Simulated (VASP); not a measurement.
Input of a VASP 6.6.1 run:

File INCAR:

```
SYSTEM = MgO
PREC = Accurate
ENCUT = 520
EDIFF = 1E-6
ISMEAR = 0
SIGMA = 0.01
LREAL = .False.
LASPH = .True.
NELM = 80
ALGO = Normal
ISIF = 2
LWAVE = .False.
LCHARG = .False.
GGA = PE
NBANDS = 16
```

File KPOINTS:

```
regular mesh
0
Gamma
  6 6 2
  0 0 0
```

The input POSCAR:

```
MgO
1.0
    2.8221788596      0.0000000000      0.0000000000
   -1.4110894298      2.4440785865      0.0000000000
    0.0000000000      0.0000000000      4.9163700882
Mg O
2 2
Direct
    0.0000000000      0.0000000000      0.0000000000
    0.0000000000      0.0000000000      0.5000000000
    0.3333333333      0.6666666667      0.2500000000
    0.6666666667      0.3333333333      0.7500000000
```

Potentials or basis: VASP PAW PBE potentials, release 64 (Mg, O).

Command:

```bash
$ cat potpaw_PBE.64/Mg/POTCAR potpaw_PBE.64/O/POTCAR > POTCAR
$ mpirun -np 1 vasp_std > vasp.out
```

**Question.** Estimate the band gap on the k mesh.

**Answer.** 5.52 eV, direct.

**Question.** What does it give for the pressure?

**Answer.** 26.8 GPa.

Stress tensor (GPa, compression positive):
```
25.82  0.00  0.00
 0.00 25.82  0.00
 0.00  0.00 28.79
```

Caveat: the k points lie up to 0.64 Å⁻¹ apart.
